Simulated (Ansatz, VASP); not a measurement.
## One calculation of Ir, two programs

Contents of INCAR:

```
SYSTEM = Ir
PREC     = Accurate       ! precision mode
ENCUT    = 520            ! plane-wave cutoff, eV
EDIFF    = 1E-7           ! SCF threshold, eV
ISMEAR   = 0              ! smearing method
SIGMA    = 0.15           ! smearing width, eV
LREAL    = .FALSE.        ! projectors in reciprocal space
LASPH    = .TRUE.         ! aspherical terms in the spheres
NELM     = 100            ! most SCF steps
ALGO     = Fast           ! electronic algorithm
ISIF     = 2              ! what is computed and relaxed
LWAVE    = .FALSE.        ! write WAVECAR
LCHARG   = .FALSE.        ! write CHGCAR
GGA      = PE             ! functional
NBANDS   = 10             ! bands
```

Contents of KPOINTS:

```
Automatic mesh
0
G
  20 20 20
  0 0 0
```

The input POSCAR:

```
Ir
1.0
   -0.0677313561      1.9351816027      2.0803202229
    1.9351816027     -0.0677313561      2.0803202229
    1.8674502466      1.8674502466      0.0000000000
Ir
1
Direct
    0.0000000000      0.0000000000      0.0000000000
```

Input for Ansatz:

```yaml
crystal:
  lattice:
    - [-0.0677313561, 1.9351816027, 2.0803202229]
    - [1.9351816027, -0.0677313561, 2.0803202229]
    - [1.8674502466, 1.8674502466, 0.0]
  atoms:
    - { symbol: Ir, position: [0.0, 0.0, 0.0] }
basis:
  ecutwfc: 420
kpoints:
  mp_grid: { grid: [20, 20, 20] }
hamiltonian:
  xc: pbe
  pseudopotentials: { kind: paw, azcp: { folder: soft_1 } }
scf:
  occupations: { method: gaussian, width: 0.15 }
output:
  forces: true
  stress: true
  eigenvalues: true
```

Change from the starting cell: engineering shear strain xy -0.0700, normal strain along z +0.0750.

Alike in both runs: task single point; functional PBE; k mesh 20 × 20 × 20; occupations gaussian, width 0.15 eV; no spin polarisation.

```csv
,VASP,Ansatz
version,VASP 6.6.1,Ansatz 0.2.0
potentials or method,"VASP PAW PBE potentials, release 64 (Ir), cutoff 520 eV","scalar-relativistic, plane waves, PAW"
valence electrons in the cell,9,17
```

```csv
,VASP,Ansatz,Ansatz less VASP
gap on the k mesh at the Fermi level (eV),none,none,-
pressure (GPa),-17.3,-17.6,-0.38
"traceless stress, the component that is largest in VASP (GPa)",16.66,16.73,+0.062
```

A gap of «none» marks a metal or a gap that the smearing closes. VASP's potentials hold 9 valence electrons a cell and Ansatz's 17, so a difference there can come from the potentials and not from the codes.

Spin-orbit coupling is off throughout.
